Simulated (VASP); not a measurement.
A run of VASP 6.6.1:

The input INCAR:

```
  ALGO = Normal
  EDIFF = 1E-7
  ENCUT = 520
  GGA = PE
  ISIF = 2
  ISMEAR = 0
  LASPH = True
  LCHARG = False
  LREAL = Auto
  LWAVE = False
  NBANDS = 49
  NELM = 80
  PREC = Accurate
  SIGMA = 0.2
```

The input KPOINTS:

```
k-points
0
Gamma
  6 6 1
```

The input POSCAR:

```
Si5N3
1.0
    2.9133046430      0.0000000000      0.0000000000
   -1.4566523215      2.5229958298      0.0000000000
    0.0000000000      0.0000000000     28.3370633634
Si N
10 6
Direct
    0.6666666667      0.3333333333      0.4250579110
    0.3333333333      0.6666666667      0.1957038866
    0.3333333333      0.6666666667      0.2802008789
    0.6666666667      0.3333333333      0.3422059324
    0.0000000000      0.0000000000      0.0421915958
    0.0000000000      0.0000000000      0.9578084042
    0.3333333333      0.6666666667      0.5749420890
    0.6666666667      0.3333333333      0.8042961134
    0.6666666667      0.3333333333      0.7197991211
    0.3333333333      0.6666666667      0.6577940676
    0.3333333333      0.6666666667      0.4441717798
    0.0000000000      0.0000000000      0.1762718960
    0.3333333333      0.6666666667      0.0616088387
    0.6666666667      0.3333333333      0.9383911613
    0.6666666667      0.3333333333      0.5558282202
    0.0000000000      0.0000000000      0.8237281040
```

Potentials or basis: VASP PAW PBE potentials, release 64 (Si, N).

Launch:

```sh
$ cat potpaw_PBE.64/Si/POTCAR potpaw_PBE.64/N/POTCAR > POTCAR
$ mpirun -np 1 vasp_std > vasp.out
```

Hardware: 1 thread of Intel(R) Xeon(R) Platinum 8488C (Sapphire Rapids) (shared host).

Q: How long does it take, and how much memory?

A: It took 2 min on 1 thread of Intel(R) Xeon(R) Platinum 8488C (Sapphire Rapids), with other jobs on the host, peak memory 0.36 GiB. Counts: scf iterations 20, k points 7.
